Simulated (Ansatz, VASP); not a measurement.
One calculation of Ta4O, two programs

```
CELL_PARAMETERS angstrom
3.25750 0.00000 0.00000
0.00000 3.25750 0.00000
0.00000 0.00000 7.40934
ATOMIC_POSITIONS crystal
Ta 0.00000 0.00000 0.00000
Ta 0.50000 0.50000 0.21684
Ta 0.50000 0.50000 0.78316
Ta 0.00000 0.00000 0.50000
O 0.50000 0.50000 0.50000
```

Alike in both runs: functional PBEsol; k mesh 8 × 8 × 4; occupations fermi-dirac, width 0.05 eV; no spin polarisation; Hubbard terms Ta d U = 6.0 eV.

|  | VASP | Ansatz |
| --- | --- | --- |
| version | VASP 6.6.1 | Ansatz 0.2.0 |
| potentials or method | VASP PAW PBE potentials, release 64 (Ta_pv, O) | Ansatz PAW |
| plane-wave cutoff (eV) | 520 | 420 |
| valence electrons in the cell | 50 | 58 |
| task | single point | band structure |

|  | VASP | Ansatz | Ansatz less VASP |
| --- | --- | --- | --- |
| gap on the k mesh at the Fermi level (eV) | none | none | - |
| pressure (GPa) | 10.8 | -0.4 | -11.18 |
| traceless stress, the component that is largest in VASP (GPa) | -2.02 | -5.94 | -3.914 |
| rms of the force components (eV/Å) | 0.249 | 0.336 | +0.0878 |

VASP's potentials were made for PBE, not for PBEsol. The programs project onto different local orbitals, so the same U acts differently, and such runs can settle in different states. Atom by atom the forces differ by 0.088 eV/Å (rms over components). A gap of «none» marks a metal or a gap that the smearing closes. VASP's potentials hold 50 valence electrons a cell and Ansatz's 58, so a difference there can come from the potentials and not from the codes.

Neither program's run includes spin-orbit coupling.
